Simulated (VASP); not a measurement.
# CuI (Cmcm) in VASP: notebook, part 2 of 2

VASP 6.6.1. The steps go on from the part before.

**5. Electric field gradients, LDA**

This run uses another cell than the first one, of 29.83 Å³/atom.

Contents of INCAR:

```
SYSTEM = CuI
  ALGO = Normal
  EDIFF = 1E-8
  ENCUT = 520
  ISIF = 2
  ISMEAR = -1
  LASPH = .TRUE.
  LCHARG = .FALSE.
  LEFG = .TRUE.
  LREAL = .FALSE.
  LWAVE = .FALSE.
  NBANDS = 26
  NELM = 80
  PREC = Accurate
  SIGMA = 0.02
```

Contents of KPOINTS:

```
k-points
0
G
  5 5 6
  0 0 0
```

Contents of POSCAR:

```
CuI
1.0
    3.7331675900     -3.7110863700      0.0000000000
    3.7331675900      3.7110863700      0.0000000000
    0.0000000000      0.0000000000      4.3069976700
Cu I
2 2
Direct
    0.4204388300      0.5795611700      0.7500000000
    0.5795611700      0.4204388300      0.2500000000
    0.7700426800      0.2299573200      0.7500000000
    0.2299573200      0.7700426800      0.2500000000
```

Potentials or basis: VASP PAW LDA potentials, release 64 (Cu, I).

Command:

```console
$ cat potpaw_LDA.64/Cu/POTCAR potpaw_LDA.64/I/POTCAR > POTCAR
$ mpirun -np 1 vasp_std > vasp.out
```

OUTCAR:

```text
SYSTEM = CuI
   EDIFF = 1E-8
   ENCUT = 520
   ISIF = 2
   ISMEAR = -1
   LASPH = .TRUE.
   LREAL = .FALSE.
   NELM = 80
   PREC = Accurate

 ion  position               nearest neighbor table
   1  0.420  0.580  0.750-   2 2.46   2 2.46   4 2.58   4 2.58   3 2.59
   2  0.580  0.420  0.250-   1 2.46   1 2.46   3 2.58   3 2.58   4 2.59
   3  0.770  0.230  0.750-   2 2.58   2 2.58   1 2.59
   4  0.230  0.770  0.250-   1 2.58   1 2.58   2 2.59

  LATTYP: Found a base centered orthorhombic cell.
 ALAT       =     7.4221727400
 B/A-ratio  =     1.0059500690
 C/A-ratio  =     0.5802879859

  Lattice vectors:

 A1 = (  -3.7331675900,  -3.7110863700,   0.0000000000)
 A2 = (   3.7331675900,  -3.7110863700,   0.0000000000)
 A3 = (   0.0000000000,   0.0000000000,   4.3069976700)

Analysis of symmetry for initial positions (statically):
=====================================================================
 Subroutine PRICEL returns:
 Original cell was already a primitive cell.

 Routine SETGRP: Setting up the symmetry group for a
 base centered orthorhombic supercell.

 Subroutine GETGRP returns: Found  8 space group operations
 (whereof  4 operations were pure point group operations)
 out of a pool of  8 trial point group operations.

The static configuration has the point symmetry C_2h.
 The point group associated with its full space group is D_2h.

Analysis of symmetry for dynamics (positions and initial velocities):
=====================================================================
 Subroutine PRICEL returns:
 Original cell was already a primitive cell.

 Routine SETGRP: Setting up the symmetry group for a
 base centered orthorhombic supercell.
[... 863 lines left out ...]

  FORCE on cell =-STRESS in cart. coord.  units (eV):
  Direction    XX          YY          ZZ          XY          YZ          ZX
  --------------------------------------------------------------------------------------
  -------------------------------------------------------------------------------------
  Total       -0.8807617     -2.6062731     -3.0795991      0.0000000      0.0000000      0.0000000
  in kB      -11.8245825    -34.9902721    -41.3448659      0.0000000      0.0000000      0.0000000
  external PRESSURE =     -29.3865735 kB  Pullay stress =       0.0000000 kB

 VOLUME and BASIS-vectors are now :
 -----------------------------------------------------------------------------
  energy-cutoff  :      520.00
  volume of cell :      119.34
      direct lattice vectors                 reciprocal lattice vectors
     3.733167590 -3.711086370  0.000000000     0.133934518 -0.134731437  0.000000000
     3.733167590  3.711086370  0.000000000     0.133934518  0.134731437  0.000000000
     0.000000000  0.000000000  4.306997670     0.000000000  0.000000000  0.232180297

 POSITION                                       TOTAL-FORCE (eV/Angst)
 -----------------------------------------------------------------------------------
      3.73317      0.59052      3.23025         0.000000     -0.027398      0.000000
      3.73317     -0.59052      1.07675         0.000000      0.027398     -0.000000
      3.73317     -2.00430      3.23025         0.000000      0.376917     -0.000000
      3.73317      2.00430      1.07675         0.000000     -0.376917     -0.000000
 -----------------------------------------------------------------------------------
    total drift:                                0.000000     -0.000000      0.000000

  FREE ENERGIE OF THE ION-ELECTRON SYSTEM (eV)
  ---------------------------------------------------
  free  energy   TOTEN  =       -13.5077806072 eV

  energy  without entropy=      -13.5077806071  energy(sigma->0) =      -13.50778061

 Electric field gradients (V/A^2)
---------------------------------------------------------------------
 ion       V_xx      V_yy      V_zz      V_xy      V_xz      V_yz
---------------------------------------------------------------------
   1      57.634   -15.660   -41.974     0.000    -0.000     0.000
   2      57.634   -15.660   -41.974     0.000    -0.000     0.000
   3    -411.285   305.290   105.995    -0.000    -0.000    -0.000
   4    -411.285   305.290   105.995     0.000    -0.000    -0.000
---------------------------------------------------------------------

 Electric field gradients after diagonalization (V/A^2)
 (convention: |V_zz| > |V_xx| > |V_yy|)
----------------------------------------------------------------------
 ion       V_xx      V_yy      V_zz     asymmetry (V_yy - V_xx)/ V_zz
----------------------------------------------------------------------
   1     -41.974   -15.660    57.634       0.457
   2     -41.974   -15.660    57.634       0.457
   3     305.290   105.995  -411.285       0.485
   4     305.290   105.995  -411.285       0.485
----------------------------------------------------------------------

           NMR quadrupolar parameters

 Cq : quadrupolar parameter    Cq=e*Q*V_zz/h
 eta: asymmetry parameters     (V_yy - V_xx)/ V_zz
 Q  : nuclear electric quadrupole moment in mb (millibarn)
----------------------------------------------------------------------
 ion       Cq(MHz)       eta       Q (mb)
----------------------------------------------------------------------
   1       0.139       0.457       1.000
   2       0.139       0.457       1.000
   3      -0.994       0.485       1.000
   4      -0.994       0.485       1.000
----------------------------------------------------------------------
```

OSZICAR:

```text
N       E                     dE             d eps       ncg     rms          rms(c)
DAV:   1     0.274143867953E+03    0.27414E+03   -0.14768E+04  1872   0.148E+03
DAV:   2     0.148478022508E+02   -0.25930E+03   -0.24676E+03  1880   0.309E+02
DAV:   3    -0.127974888759E+02   -0.27645E+02   -0.26995E+02  2498   0.124E+02
DAV:   4    -0.142459781044E+02   -0.14485E+01   -0.14439E+01  2576   0.256E+01
[... 12 lines left out ...]
DAV:  17    -0.135077808952E+02    0.40261E-06   -0.50454E-07  2888   0.141E-02    0.285E-02
DAV:  18    -0.135077807309E+02    0.16431E-06   -0.10432E-07  2690   0.310E-03    0.183E-02
DAV:  19    -0.135077806599E+02    0.70995E-07   -0.42102E-08  2118   0.144E-03    0.117E-02
DAV:  20    -0.135077806083E+02    0.51612E-07   -0.91209E-08  2788   0.222E-03    0.272E-03
DAV:  21    -0.135077806072E+02    0.11801E-08   -0.15736E-08  1206   0.739E-04
   1 F= -.13507781E+02 E0= -.13507781E+02  d E =-.268145E-10
```

stdout:

```text
POSCAR found type information on POSCAR CuI
 POSCAR found :  2 types and       4 ions
 scaLAPACK will be used
 LDA part: xc-table for (Slater(with rela. corr.)+CA(PZ))
 , standard interpolation
 POSCAR, INCAR and KPOINTS ok, starting setup
 FFT: planning ... GRIDC
 FFT: planning ... GRID_SOFT
 FFT: planning ... GRID
 WAVECAR not read
 entering main loop
ion   1

ion   2

ion   3

ion   4
```

Run time: 1.8 min. Hardware: 1 thread of Intel Xeon Platinum 8259CL at 2.50GHz (Skylake/Cascade Lake), shared host; peak memory 0.24 GiB.

Results:

| Item | Value |
| --- | --- |
| Free energy | -13.5078 eV |
| Pressure | -2.9 GPa |
| Largest force | 0.377 eV/Å |
| Band gap on the k mesh | 0.90 eV |
| Largest electric field gradient by atom | Cu +57.6; I -411.3 V/Å² |

Forces on the atoms (eV/Å):
```
Cu   0.000 -0.027  0.000
Cu   0.000  0.027  0.000
I    0.000  0.377  0.000
I    0.000 -0.377  0.000
```

Stress tensor (GPa, compression positive):
```
-1.18  0.00  0.00
 0.00 -3.50  0.00
 0.00  0.00 -4.13
```

Electric field gradients, principal values (V/Å²):
| atom | least | middle | greatest (by size) |
| --- | --- | --- | --- |
| 1 Cu | -15.660 | -41.974 | 57.634 |
| 2 Cu | -15.660 | -41.974 | 57.634 |
| 3 I | 105.995 | 305.290 | -411.285 |
| 4 I | 105.995 | 305.290 | -411.285 |

Caveat: without QUAD_EFG the Cq values of the log hold for a quadrupole moment of 1 mb, not for the nuclei; spin-orbit coupling is left out, which moves the levels of the heavy elements.
